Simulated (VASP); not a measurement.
# LiF (I4/mmm) in VASP: a series of runs

LiF is run at these levels: PBE; tasks: electric field gradients.

All numbers are computed with VASP 6.6.1; they aren't measurements. Logs are shortened: lines on timing, memory, paths and dates and some standing lists are left out, and cuts for length are marked.

### 1 The cell of the first run

It takes space group I4/mmm (No. 139, tetragonal). Conventional cell: a = 2.848 Å, b = 2.848 Å, c = 3.988 Å, α = 90.00°, β = 90.00°, γ = 90.00°. Within 2.6 Å of Li (site symmetry 4/mmm) lie 6 F at 1.99 to 2.01 Å. Within 2.6 Å of F (site symmetry 4/mmm) lie 6 Li at 1.99 to 2.01 Å.

### 2 Electric field gradients, PBE (zz strain of -1 %)

INCAR reads:

```
PREC = Accurate ; ENCUT = 520
EDIFF = 1E-8 ; ISMEAR = -1
SIGMA = 0.03 ; LREAL = F
LASPH = T ; NELM = 60
ALGO = Normal ; ISIF = 2
LWAVE = F ; LCHARG = F
GGA = PE ; LEFG = T
NBANDS = 12
```

KPOINTS reads:

```
regular mesh
0
Gamma
  10 10 10
```

POSCAR reads:

```
LiF
1.0
    0.0000000000      2.0140000000      1.9938600000
    2.0140000000      0.0000000000      1.9938600000
    2.0140000000      2.0140000000      0.0000000000
Li F
1 1
Direct
    0.0000000000      0.0000000000      0.0000000000
    0.5000000000      0.5000000000      0.5000000000
```

Potentials or basis: VASP PAW PBE potentials, release 64 (Li_sv, F).

Run with:

```sh
cat potpaw_PBE.64/Li_sv/POTCAR potpaw_PBE.64/F/POTCAR > POTCAR
mpirun -np 1 vasp_std > vasp.out
```

OUTCAR:

```text
PREC = Accurate
   ENCUT = 520
   EDIFF = 1E-8
   ISMEAR = -1
   LREAL = F
   LASPH = T
   NELM = 60
   ISIF = 2
   GGA = PE

 ion  position               nearest neighbor table
   1  0.000  0.000  0.000-   2 1.99   2 1.99   2 2.01   2 2.01   2 2.01   2 2.01
   2  0.500  0.500  0.500-   1 1.99   1 1.99   1 2.01   1 2.01   1 2.01   1 2.01

  LATTYP: Found a body centered tetragonal cell.
 ALAT       =     2.8482261146
 C/A-ratio  =     1.4000714267

  Lattice vectors:

 A1 = (   0.0000000000,  -2.0140000000,  -1.9938600000)
 A2 = (   0.0000000000,   2.0140000000,  -1.9938600000)
 A3 = (   2.0140000000,   0.0000000000,   1.9938600000)

Analysis of symmetry for initial positions (statically):
=====================================================================
 Subroutine PRICEL returns:
 Original cell was already a primitive cell.

 Routine SETGRP: Setting up the symmetry group for a
 body centered tetragonal supercell.

 Subroutine GETGRP returns: Found 16 space group operations
 (whereof 16 operations were pure point group operations)
 out of a pool of 16 trial point group operations.

The static configuration has the point symmetry D_4h.

Analysis of symmetry for dynamics (positions and initial velocities):
=====================================================================
 Subroutine PRICEL returns:
 Original cell was already a primitive cell.

 Routine SETGRP: Setting up the symmetry group for a
 body centered tetragonal supercell.

 Subroutine GETGRP returns: Found 16 space group operations
 (whereof 16 operations were pure point group operations)
 out of a pool of 16 trial point group operations.

The dynamic configuration has the point symmetry D_4h.

 Subroutine INISYM returns: Found 16 space group operations
 (whereof 16 operations are pure point group operations),
 and found     1 'primitive' translations

----------------------------------------------------------------------------------------

                                     Primitive cell

  volume of cell :      16.1750

  direct lattice vectors                    reciprocal lattice vectors
     0.000000000  2.014000000  1.993860000    -0.248262165  0.248262165  0.250769863
     2.014000000  0.000000000  1.993860000     0.248262165 -0.248262165  0.250769863
     2.014000000  2.014000000  0.000000000     0.248262165  0.248262165 -0.250769863

  length of vectors
     2.834020766  2.834020766  2.848226115     0.431455362  0.431455362  0.431455362

  position of ions in fractional coordinates (direct lattice)
     0.000000000  0.000000000  0.000000000
     0.500000000  0.500000000  0.500000000

  ion indices of the primitive-cell ions
   primitive index   ion index
                 1           1
                 2           2

----------------------------------------------------------------------------------------

 KPOINTS: regular mesh

Automatic generation of k-mesh.
 Grid dimensions read from file:
 generate k-points for:   10   10   10

 Generating k-lattice:

  Cartesian coordinates                     Fractional coordinates (reciprocal lattice)
    -0.024826216  0.024826216  0.025076986     0.100000000  0.000000000  0.000000000
     0.024826216 -0.024826216  0.025076986     0.000000000  0.100000000  0.000000000
     0.024826216  0.024826216 -0.025076986     0.000000000  0.000000000  0.100000000

  Length of vectors
     0.043145536  0.043145536  0.043145536

  Shift w.r.t. Gamma in fractional coordinates (k-lattice)
     0.000000000  0.000000000  0.000000000

 Subroutine IBZKPT returns following result:
 ===========================================

[... 35 lines left out ...]
   NGX,Y,Z   is equivalent  to a cutoff of  14.08, 14.08, 14.01 a.u.
   NGXF,Y,Z  is equivalent  to a cutoff of  28.16, 28.16, 28.02 a.u.
 SYSTEM =  unknown system
   PREC   = accura    normal or accurate (medium, high low for compatibility)
   ISTART =      0    job   : 0-new  1-cont  2-samecut
   ICHARG =      2    charge: 1-file 2-atom 10-const
   ISPIN  =      1    spin polarized calculation?
   LNONCOLLINEAR =      F non collinear calculations
   LSORBIT =      F    spin-orbit coupling
   LASPH  =      T    aspherical Exc in radial PAW
   ENCUT  =  520.0 eV  38.22 Ry    6.18 a.u.   5.27  5.27  5.30*2*pi/ulx,y,z
   NELM   =     60;   NELMIN=  2; NELMDL= -5     # of ELM steps
   EDIFF  = 0.1E-07   stopping-criterion for ELM
   LREAL  =      F    real-space projection
   EDIFFG = 0.1E-06   stopping-criterion for IOM
   NSW    =      0    number of steps for IOM
   IBRION =     -1    ionic relax: 0-MD 1-quasi-New 2-CG
   NFREE  =      0    steps in history (QN), initial steepest desc. (CG)
   ISIF   =      2    stress and relaxation
   ISYM   =      2    0-nonsym 1-usesym 2-fastsym
   POTIM  = 0.5000    time-step for ionic-motion
   TEBEG  =    0.0;   TEEND  =   0.0 temperature during run
   PSTRESS=    0.0 pullay stress
   NELECT =      10.0000    total number of electrons
   NUPDOWN=      -1.0000    fix difference up-down
   EMIN   =  10.00;   EMAX   =-10.00  energy-range for DOS
   EFERMI =   0.00;   METHOD = LEGACY
   ISMEAR =    -1;   SIGMA  =   0.03  broadening in eV -4-tet -1-fermi 0-gaus
   EFERMI_NEDOS =   21; number of points for ismear=-14 and -15
   IALGO  =     38    algorithm
   IMIX   =      4    mixing-type and parameters
     AMIX     =   0.40;   BMIX     =  1.00
     AMIX_MAG =   1.60;   BMIX_MAG =  1.00
  volume/ion in A,a.u.               =       8.09        54.58
  Fermi-wavevector in a.u.,A,eV,Ry     =   1.394634  2.635476 26.463392  1.945004
  Thomas-Fermi vector in A             =   2.518164
   LORBIT       =      0    0 simple, 1 ext, 2 COOP (PROOUT), +10 PAW based schemes
   GGA     = PE    functional components
   LHFCALC =     F    Hartree Fock is set to
   AEXX    =    0.0000 exact exchange contribution
   IVDW    =     0    specifies the selected vdW correction
   LEPSILON=     F    determine dielectric tensor
   LRPA    =     F    only Hartree local field effects (RPA)
 non-spin polarized calculation
  energy-cutoff  :      520.00
  volume of cell :       16.17
 maximum number of plane-waves:       448
 NGX is ok and might be reduce to    24
   NGX = 11   NGY = 11   NGZ = 11

 number of electron      10.0000000 magnetization

 number of electron       9.9999993 magnetization

 Free energy of the ion-electron system (eV)
  ---------------------------------------------------
  ext. energy  EPLUGINS =         0.00000000
  ---------------------------------------------------
  free energy    TOTEN  =        -9.63467238 eV

  energy without entropy =       -9.63467238  energy(sigma->0) =       -9.63467238

 E-fermi :  -0.1321     XC(G=0): -10.0314

 val. band max:       -0.9496755569   @ k =   0.0000   0.0000   0.0000
 cond. band min:       8.2238100402   @ k =   0.0000   0.0000   0.0000
 fundamental gap:      9.1734855970
 Fermi energy:        -0.1320631251

 k-point     1 :       0.0000    0.0000    0.0000
  band No.  band energies     occupation
      1     -41.8546      2.00000
      2     -20.9594      2.00000
      3      -0.9744      2.00000
      4      -0.9497      2.00000
      5      -0.9497      2.00000
      6       8.2238      0.00000
      7      23.0649      0.00000
      8      23.0649      0.00000
      9      23.3038      0.00000
     10      23.4386      0.00000
     11      23.4386      0.00000
     12      23.5247      0.00000
[... 331 lines left out ...]
 k-point    24 :       0.4000    0.3000    0.0000
  band No.  band energies     occupation
      1     -41.7908      2.00000
      2     -20.4169      2.00000
      3      -3.2985      2.00000
      4      -1.8532      2.00000
      5      -1.7438      2.00000
      6      12.2801      0.00000
      7      15.8242      0.00000
      8      17.7380      0.00000
      9      19.2163      0.00000
     10      20.2809      0.00000
     11      33.2747      0.00000
     12      34.0392      0.00000

 [... further k-points ...]

------------------------ aborting loop because EDIFF is reached ----------------------------------------

  FORCE on cell =-STRESS in cart. coord.  units (eV):
  Direction    XX          YY          ZZ          XY          YZ          ZX
  --------------------------------------------------------------------------------------
  -------------------------------------------------------------------------------------
  Total        0.2205021      0.2205021      0.3076101      0.0000000      0.0000000     -0.0000000
  in kB       21.8413650     21.8413650     30.4696605      0.0000000      0.0000000     -0.0000000
  external PRESSURE =      24.7174635 kB  Pullay stress =       0.0000000 kB

 VOLUME and BASIS-vectors are now :
 -----------------------------------------------------------------------------
  energy-cutoff  :      520.00
  volume of cell :       16.17
      direct lattice vectors                 reciprocal lattice vectors
     0.000000000  2.014000000  1.993860000    -0.248262165  0.248262165  0.250769863
     2.014000000  0.000000000  1.993860000     0.248262165 -0.248262165  0.250769863
     2.014000000  2.014000000  0.000000000     0.248262165  0.248262165 -0.250769863

 POSITION                                       TOTAL-FORCE (eV/Angst)
 -----------------------------------------------------------------------------------
      0.00000      0.00000      0.00000        -0.000000      0.000000      0.000000
      2.01400      2.01400      1.99386         0.000000     -0.000000      0.000000
 -----------------------------------------------------------------------------------
    total drift:                               -0.000000     -0.000000      0.000000

  FREE ENERGIE OF THE ION-ELECTRON SYSTEM (eV)
  ---------------------------------------------------
  free  energy   TOTEN  =        -9.6346723777 eV

  energy  without entropy=       -9.6346723777  energy(sigma->0) =       -9.63467238

 Electric field gradients (V/A^2)
---------------------------------------------------------------------
 ion       V_xx      V_yy      V_zz      V_xy      V_xz      V_yz
---------------------------------------------------------------------
   1       0.022     0.022    -0.045    -0.001    -0.001    -0.001
   2       0.209     0.209    -0.418     0.000     0.001     0.001
---------------------------------------------------------------------

 Electric field gradients after diagonalization (V/A^2)
 (convention: |V_zz| > |V_xx| > |V_yy|)
----------------------------------------------------------------------
 ion       V_xx      V_yy      V_zz     asymmetry (V_yy - V_xx)/ V_zz
----------------------------------------------------------------------
   1       0.023     0.022    -0.045       0.027
   2       0.209     0.209    -0.418       0.001
----------------------------------------------------------------------

           NMR quadrupolar parameters

 Cq : quadrupolar parameter    Cq=e*Q*V_zz/h
 eta: asymmetry parameters     (V_yy - V_xx)/ V_zz
 Q  : nuclear electric quadrupole moment in mb (millibarn)
----------------------------------------------------------------------
 ion       Cq(MHz)       eta       Q (mb)
----------------------------------------------------------------------
   1      -0.000       0.027       1.000
   2      -0.001       0.001       1.000
----------------------------------------------------------------------
```

Wall time 15 s (1 thread of Intel Xeon Platinum 8259CL at 2.50GHz (Skylake/Cascade Lake), shared host); peak memory 0.14 GiB.

What came out:

* Free energy: -9.6347 eV
* Band gap on the k mesh: 9.17 eV
* Largest electric field gradient by atom: Li -0.0; F -0.4 V/Å²

Electric field gradients, principal values (V/Å²):
```csv
atom,least,middle,greatest (by size)
1 Li,0.022,0.023,-0.045
2 F,0.209,0.209,-0.418
```

Caveat: the cell differs from its parent crystal (zz strain of -1 %); the cutoff is under 1.25 times the usual one of these potentials, so pressure, stress and relaxed cells hold a basis-set (Pulay) error; without QUAD_EFG the Cq values of the log hold for a quadrupole moment of 1 mb, not for the nuclei. A k mesh can miss the band edges.

[end of part 1 of 2]
